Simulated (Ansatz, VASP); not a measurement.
**Two plane-wave programs on BaTlN**

```
CELL_PARAMETERS angstrom
4.63734 0.00000 0.00000
0.00000 3.70362 3.74690
0.00000 -3.70362 3.74690
ATOMIC_POSITIONS crystal
Ba 0.50000 0.92250 0.92250
Tl 0.50000 0.42266 0.42266
N 0.00000 0.92246 0.92246
```

Alike in both runs: functional PBE; k mesh 3 × 3 × 3; occupations gaussian, width 0.15 eV; no spin polarisation.

Ansatz relaxed the structure, and its values are those at the end. VASP's run is a single point on that final structure, the one shown.

|  | VASP | Ansatz |
| --- | --- | --- |
| version | VASP 6.6.1 | Ansatz 0.2.0 |
| potentials or method | VASP PAW PBE potentials, release 64 (Ba_sv, Tl_d, N), cutoff 600 eV | scalar-relativistic, plane waves, PAW |
| valence electrons in the cell | 28 | 28 |

VASP gave:

- gap on the k mesh at the Fermi level (eV): none
- pressure (GPa): 1.0

What did Ansatz give for the same quantities?

gap on the k mesh at the Fermi level (eV): none; pressure (GPa): 0.1.

A gap of «none» marks a metal or a gap that the smearing closes.

The k mesh is coarse, so the values compare programs but aren't converged. Neither program's run includes spin-orbit coupling.
